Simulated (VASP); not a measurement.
Wanted: the native input for a VASP 6.6.1 run.

| Quantity | Value |
| --- | --- |
| Task | relaxation of cell and atoms |
| Functional | PBEsol |
| Potentials or basis | VASP PAW PBE potentials, release 64 (Ti_sv, B) |
| Cutoff | 600 eV |
| k mesh | 17 × 17 × 17 |
| Occupations | fermi-dirac, width 0.05 eV |
| Spin | no spin polarisation |
| Dipole correction | no |
| Further INCAR settings | ALGO = Normal; EDIFF = 1e-07; IBRION = 2; EDIFFG = -0.005; NSW = 32; ISIF = 3 |

The structure of TiB lies in POSCAR:

```
TiB
1.0
    0.0000000000      2.4534163122      2.4534163122
    2.4534163122      0.0000000000      2.4534163122
    2.4534163122      2.4534163122      0.0000000000
Ti B
1 1
Direct
    0.2500000000      0.2500000000      0.2500000000
    0.0000000000      0.0000000000      0.0000000000
```

The input as run:

INCAR

```
  PREC = Accurate
  ENCUT = 600
  EDIFF = 1E-7
  ISMEAR = -1
  SIGMA = 0.05
  LREAL = F
  LASPH = T
  NELM = 60
  ALGO = Normal
  ISIF = 3
  LWAVE = F
  LCHARG = F
  GGA = PS
  IBRION = 2
  NSW = 32
  EDIFFG = -0.005
```

KPOINTS

```
Automatic mesh
0
Gamma
  17 17 17
```

Potentials or basis: VASP PAW PBE potentials, release 64 (Ti_sv, B).

The run is started by

```bash
$ cat potpaw_PBE.64/Ti_sv/POTCAR potpaw_PBE.64/B/POTCAR > POTCAR
$ mpirun -np 1 vasp_std > vasp.out
```

Results of the run:

```yaml
Relaxed_volume: 14.78 Å³/atom
Relaxed_cell: a = 3.471 Å, b = 3.471 Å, c = 3.471 Å, α = 60.00°, β = 60.00°, γ = 60.00°
Space_group_after_relaxing_to_0.05_Å: F-43m (No. 216)
Energy_gained_by_relaxing: 0.0 meV/atom
Ionic_steps: 2
Pressure_after_relaxing: 0.0 GPa
```

Caveat: the PAW data sets were made with another functional, which shifts forces and pressure a little.

Run time: 64 s on 1 thread of Intel(R) Xeon(R) Platinum 8488C (Sapphire Rapids), with other jobs on the host, peak memory 0.22 GiB.
